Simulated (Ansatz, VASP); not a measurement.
One calculation of Rb3LuBe2, two programs

```xyz
6
Lattice="3.1558 1.8220 6.4205 -3.1558 1.8220 6.4205 0.0000 -3.6441 6.4205" Properties=species:S:1:pos:R:3 pbc="T T T"
Rb    0.0000   -1.8220    3.2102
Rb    1.5779    0.9110    3.2102
Rb   -1.5779    0.9110    3.2102
Lu    0.0000    0.0000    0.0000
Be    0.0000    0.0000   12.5691
Be    0.0000    0.0000    6.6924
```

Change from the starting cell: species swapped into the Pr2GeRh3 type (R-3m, No. 166).

Alike in both runs: functional PBE; k mesh 3 × 3 × 3; occupations gaussian, width 0.1 eV; no spin polarisation.

Ansatz relaxed the structure, and its values are those at the end. VASP's run is a single point on that final structure, the one shown.

```csv
,VASP,Ansatz
version,VASP 6.6.1,Ansatz 0.2.0
potentials or method,"VASP PAW PBE potentials, release 64 (Rb_sv, Lu, Be), cutoff 520 eV","scalar-relativistic, plane waves, PAW"
valence electrons in the cell,56,56
```

Ansatz gave:

| Quantity | Value |
| --- | --- |
| gap on the k mesh at the Fermi level (eV) | none |
| pressure (GPa) | -0.1 |

Task: Estimate VASP's values.

Result: gap on the k mesh at the Fermi level (eV): none; pressure (GPa): 0.0.

A gap of «none» marks a metal or a gap that the smearing closes. The functional is the same, so the differences come from potentials, cutoffs and numerics.

The k mesh is coarse, so the values compare programs but aren't converged. Neither program's run includes spin-orbit coupling.
